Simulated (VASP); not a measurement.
Input of a VASP 6.6.1 run:

Contents of INCAR:

```
SYSTEM = BN
PREC = Accurate
ENCUT = 520
EDIFF = 1E-6
ISMEAR = 0
SIGMA = 0.01
LREAL = .False.
LASPH = .True.
NELM = 80
ALGO = Normal
ISIF = 2
LWAVE = .False.
LCHARG = .False.
GGA = CA
NBANDS = 11
```

KPOINTS

```
regular mesh
0
Gamma
  6 6 6
  0 0 0
```

POSCAR

```
BN
1.0
    0.0000000000      1.7458259515      1.7458259515
    1.7458259515      0.0000000000      1.7458259515
    1.7458259515      1.7458259515      0.0000000000
B N
1 1
Direct
    0.0000000000      0.0000000000      0.0000000000
    0.5000000000      0.5000000000      0.5000000000
```

Potentials or basis: VASP PAW LDA potentials, release 64 (B, N).

Launch:

```sh
$ cat potpaw_LDA.64/B/POTCAR potpaw_LDA.64/N/POTCAR > POTCAR
$ mpirun -np 1 vasp_std > vasp.out
```

**Question.** Predict the pressure.

**Answer.** -10.4 GPa.

**Question.** What does it give for the band gap on the k mesh?

**Answer.** 1.34 eV, indirect (least direct gap 5.70 eV).

Caveat: the k points lie up to 0.52 Å⁻¹ apart. LDA gaps usually lie below the measured ones, often by a third to a half.
